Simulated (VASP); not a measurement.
# NiO2 (P-3m1) in VASP: a series of runs, part 2 of 2

VASP 6.6.1.

**3. Single point, PBEsol (c/a of the conventional cell at fixed volume 1.8933)**

Contents of INCAR:

```
SYSTEM = NiO2
  PREC = Accurate
  ENCUT = 520
  EDIFF = 1E-6
  ISMEAR = 0
  SIGMA = 0.05
  LREAL = .False.
  LASPH = .True.
  NELM = 60
  ALGO = Normal
  ISIF = 2
  LWAVE = .False.
  LCHARG = .False.
  GGA = PS
  NBANDS = 18
```

Contents of KPOINTS:

```
regular mesh
0
Gamma
  12 12 6
  0 0 0
```

Contents of POSCAR:

```
NiO2
1.0
    2.7304424938      0.0000000000      0.0000000000
   -1.3652212469      2.3646325632      0.0000000000
    0.0000000000      0.0000000000      5.1695467736
Ni O
1 2
Direct
    0.0000000000      0.0000000000      0.5000000000
    0.6666666667      0.3333333333      0.6373845568
    0.3333333333      0.6666666667      0.3626154432
```

Potentials or basis: VASP PAW PBE potentials, release 64 (Ni, O).

On the command line:

```
> cat potpaw_PBE.64/Ni/POTCAR potpaw_PBE.64/O/POTCAR > POTCAR
> mpirun -np 1 vasp_std > vasp.out
```

Run time: 64 s. Hardware: 1 thread of Intel Xeon Platinum 8375C at 2.90GHz (Ice Lake), shared host; peak memory 0.18 GiB.

The run converged. Its results:

```yaml
Free_energy: -17.2510 eV
Pressure: 53.3 GPa
Largest_force: 6.179 eV/Å
Band_gap_on_the_k_mesh: 1.02 eV, indirect (least direct gap 1.64 eV)
```

Forces in eV/Å, atoms in the order of the input:
```
Ni   0.000  0.000  0.000
O    0.000  0.000  6.179
O    0.000  0.000 -6.179
```

Stress tensor (GPa, compression positive):
```
59.01  0.00  0.00
 0.00 59.01  0.00
 0.00  0.00 41.83
```

Levels at points of the mesh, in eV from the valence-band top:
```tsv
k point	band 7	band 8	band 9	band 10	band 11	band 12	band 13	band 14	band 15	band 16
(0.00, 0.00, 0.00)	-3.09	-2.33	-1.98	-1.98	-0.11	2.76	2.76	6.71	11.43	14.14
(0.50, 0.00, 0.00)	-4.58	-2.90	-2.68	-2.06	-1.23	1.46	2.77	11.99	12.23	14.02
(0.00, 0.00, 0.50)	-3.09	-2.68	-1.99	-1.99	0.00	2.76	2.76	7.62	10.54	12.60
(0.50, 0.00, 0.50)	-4.56	-2.90	-2.68	-1.94	-1.25	1.45	2.76	11.15	12.44	14.69
```

Caveat: the PAW data sets were made with another functional, which shifts forces and pressure a little. A k mesh can miss the band edges.

**4. Single point, PBEsol (c/a of the conventional cell at fixed volume 1.7504)**

Contents of INCAR:

```
SYSTEM = NiO2
ALGO = Normal
EDIFF = 1E-6
ENCUT = 520
GGA = PS
ISIF = 2
ISMEAR = 0
LASPH = .TRUE.
LCHARG = .FALSE.
LREAL = .FALSE.
LWAVE = .FALSE.
NBANDS = 18
NELM = 80
PREC = Accurate
SIGMA = 0.05
```

Contents of KPOINTS:

```
k-points
0
G
  12 12 6
  0 0 0
```

Contents of POSCAR:

```
NiO2
1.0
    2.8028105550      0.0000000000      0.0000000000
   -1.4014052775      2.4273051426      0.0000000000
    0.0000000000      0.0000000000      4.9060395955
Ni O
1 2
Direct
    0.0000000000      0.0000000000      0.5000000000
    0.6666666667      0.3333333333      0.7002287663
    0.3333333333      0.6666666667      0.2997712337
```

Potentials or basis: VASP PAW PBE potentials, release 64 (Ni, O).

On the command line:

```
> cat potpaw_PBE.64/Ni/POTCAR potpaw_PBE.64/O/POTCAR > POTCAR
> mpirun -np 1 vasp_std > vasp.out
```

OUTCAR:

```text
SYSTEM = NiO2
   EDIFF = 1E-6
   ENCUT = 520
   GGA = PS
   ISIF = 2
   ISMEAR = 0
   LASPH = .TRUE.
   LREAL = .FALSE.
   NELM = 80
   PREC = Accurate

 ion  position               nearest neighbor table
   1  0.000  0.000  0.500-   2 1.89   3 1.89   3 1.89   2 1.89   2 1.89   3 1.89
   2  0.667  0.333  0.700-   1 1.89   1 1.89   1 1.89
   3  0.333  0.667  0.300-   1 1.89   1 1.89   1 1.89

  LATTYP: Found a hexagonal cell.
 ALAT       =     2.8028105550
 C/A-ratio  =     1.7504000000

  Lattice vectors:
[... 696 lines left out ...]

  FORCE on cell =-STRESS in cart. coord.  units (eV):
  Direction    XX          YY          ZZ          XY          YZ          ZX
  --------------------------------------------------------------------------------------
  -------------------------------------------------------------------------------------
  Total       -1.5912238     -1.5912238     -1.9032850     -0.0000000     -0.0000000      0.0000000
  in kB      -76.3822922    -76.3822922    -91.3619250     -0.0000000     -0.0000000      0.0000000
  external PRESSURE =     -81.3755031 kB  Pullay stress =       0.0000000 kB

 VOLUME and BASIS-vectors are now :
 -----------------------------------------------------------------------------
  energy-cutoff  :      520.00
  volume of cell :       33.38
      direct lattice vectors                 reciprocal lattice vectors
     2.802810555  0.000000000  0.000000000     0.356784727  0.205989758  0.000000000
    -1.401405278  2.427305143  0.000000000     0.000000000  0.411979517  0.000000000
     0.000000000  0.000000000  4.906039596     0.000000000  0.000000000  0.203830397

 POSITION                                       TOTAL-FORCE (eV/Angst)
 -----------------------------------------------------------------------------------
      0.00000      0.00000      2.45302        -0.000000      0.000000      0.000000
      1.40141      0.80910      3.43535        -0.000000      0.000000     -0.964600
     -0.00000      1.61820      1.47069         0.000000     -0.000000      0.964600
 -----------------------------------------------------------------------------------
    total drift:                               -0.000000      0.000000      0.000000

  FREE ENERGIE OF THE ION-ELECTRON SYSTEM (eV)
  ---------------------------------------------------
  free  energy   TOTEN  =       -18.7052868891 eV

  energy  without entropy=      -18.7052868891  energy(sigma->0) =      -18.70528689
```

It took 30 s on 1 thread of Intel Xeon Platinum 8488C (Sapphire Rapids), shared host; peak memory 0.19 GiB.

What came out:

```
Free energy            : -18.7053 eV
Pressure               : -8.1 GPa
Largest force          : 0.965 eV/Å
Band gap on the k mesh : 0.95 eV, indirect (least direct gap 1.13 eV)
```

Forces on the atoms (eV/Å):
```
Ni   0.000  0.000  0.000
O    0.000  0.000 -0.965
O    0.000  0.000  0.965
```

Levels at points of the mesh, in eV from the valence-band top:
```
           k point  band 9  band 10  band 11  band 12  band 13  band 14
(0.00, 0.00, 0.00)   -0.89    -0.79    -0.39     2.15     2.15     7.44
(0.50, 0.00, 0.00)   -1.58    -1.57    -0.92     1.59     2.08    12.20
(0.00, 0.00, 0.50)   -0.91    -0.91    -0.15     2.17     2.17     9.31
(0.50, 0.00, 0.50)   -1.58    -1.57    -0.97     1.59     2.03    11.68
```

Caveat: the PAW data sets were made with another functional, which shifts forces and pressure a little. A k mesh can miss the band edges.

**5. Single point, PBEsol (c/a of the conventional cell at fixed volume 1.6790)**

Contents of INCAR:

```
PREC = Accurate
ENCUT = 520
EDIFF = 1E-6
ISMEAR = 0
SIGMA = 0.05
LREAL = F
LASPH = T
NELM = 80
ALGO = Normal
ISIF = 2
LWAVE = F
LCHARG = T
GGA = PS
LELF = T
LVHAR = T
NBANDS = 18
```

Contents of KPOINTS:

```
regular mesh
0
Gamma
  12 12 6
```

Contents of POSCAR:

```
NiO2
1.0
    2.8419904474      0.0000000000      0.0000000000
   -1.4209952237      2.4612359247      0.0000000000
    0.0000000000      0.0000000000      4.7717019612
Ni O
1 2
Direct
    0.0000000000      0.0000000000      0.5000000000
    0.6666666667      0.3333333333      0.7002287663
    0.3333333333      0.6666666667      0.2997712337
```

Potentials or basis: VASP PAW PBE potentials, release 64 (Ni, O).

On the command line:

```
> cat potpaw_PBE.64/Ni/POTCAR potpaw_PBE.64/O/POTCAR > POTCAR
> mpirun -np 1 vasp_std > vasp.out
```

OUTCAR:

```text
PREC = Accurate
   ENCUT = 520
   EDIFF = 1E-6
   ISMEAR = 0
   LREAL = F
   LASPH = T
   NELM = 80
   ISIF = 2
   GGA = PS

 ion  position               nearest neighbor table
   1  0.000  0.000  0.500-   2 1.90   3 1.90   3 1.90   2 1.90   2 1.90   3 1.90
   2  0.667  0.333  0.700-   1 1.90   1 1.90   1 1.90
   3  0.333  0.667  0.300-   1 1.90   1 1.90   1 1.90

  LATTYP: Found a hexagonal cell.
 ALAT       =     2.8419904474
[... 699 lines left out ...]

  FORCE on cell =-STRESS in cart. coord.  units (eV):
  Direction    XX          YY          ZZ          XY          YZ          ZX
  --------------------------------------------------------------------------------------
  -------------------------------------------------------------------------------------
  Total       -2.4185261     -2.4185261     -1.5303647      0.0000000      0.0000000      0.0000000
  in kB     -116.0946474   -116.0946474    -73.4609184      0.0000000      0.0000000      0.0000000
  external PRESSURE =    -101.8834044 kB  Pullay stress =       0.0000000 kB

 VOLUME and BASIS-vectors are now :
 -----------------------------------------------------------------------------
  energy-cutoff  :      520.00
  volume of cell :       33.38
      direct lattice vectors                 reciprocal lattice vectors
     2.841990447  0.000000000  0.000000000     0.351866067  0.203149968  0.000000000
    -1.420995224  2.461235925  0.000000000     0.000000000  0.406299937  0.000000000
     0.000000000  0.000000000  4.771701961     0.000000000  0.000000000  0.209568831

 POSITION                                       TOTAL-FORCE (eV/Angst)
 -----------------------------------------------------------------------------------
      0.00000      0.00000      2.38585         0.000000      0.000000      0.000000
      1.42100      0.82041      3.34128         0.000000     -0.000000     -0.786692
     -0.00000      1.64082      1.43042        -0.000000      0.000000      0.786692
 -----------------------------------------------------------------------------------
    total drift:                               -0.000000      0.000000      0.000000

  FREE ENERGIE OF THE ION-ELECTRON SYSTEM (eV)
  ---------------------------------------------------
  free  energy   TOTEN  =       -18.6971124075 eV

  energy  without entropy=      -18.6971124075  energy(sigma->0) =      -18.69711241
```

It took 31 s on 1 thread of Intel Xeon Platinum 8488C (Sapphire Rapids), shared host; peak memory 0.19 GiB.

Results:

```
Free energy            : -18.6971 eV
Pressure               : -10.2 GPa
Largest force          : 0.787 eV/Å
Band gap on the k mesh : 0.88 eV, indirect (least direct gap 1.08 eV)
```

Forces on the atoms (eV/Å):
```
Ni   0.000  0.000  0.000
O    0.000  0.000 -0.787
O    0.000  0.000  0.787
```

Caveat: the PAW data sets were made with another functional, which shifts forces and pressure a little. A k mesh can miss the band edges.

**6. Summary**

| cell | gap on the mesh (eV) | pressure (GPa) | largest force (eV/Å) |
| --- | --- | --- | --- |
| a = 2.862, b = 2.862, c = 4.704 Å, angles 90.0, 90.0, 120.0°, 3 atoms | 0.63 | 34.0 | 5.00 |
| a = 2.730, b = 2.730, c = 5.170 Å, angles 90.0, 90.0, 120.0°, 3 atoms | 1.02 | 53.3 | 6.18 |
| a = 2.803, b = 2.803, c = 4.906 Å, angles 90.0, 90.0, 120.0°, 3 atoms | 0.95 | -8.1 | 0.96 |
| a = 2.842, b = 2.842, c = 4.772 Å, angles 90.0, 90.0, 120.0°, 3 atoms | 0.88 | -10.2 | 0.79 |

Alike in all rows: task single point; level PBEsol; potentials or basis VASP PAW PBE potentials, release 64 (Ni, O); no spin polarisation; k mesh 12 × 12 × 6; cutoff (eV) 520; smearing gaussian 0.05 eV.

Caveats: the PAW data sets were made with another functional, which shifts forces and pressure a little.

Absolute energies hang on the potentials; compare differences alone.
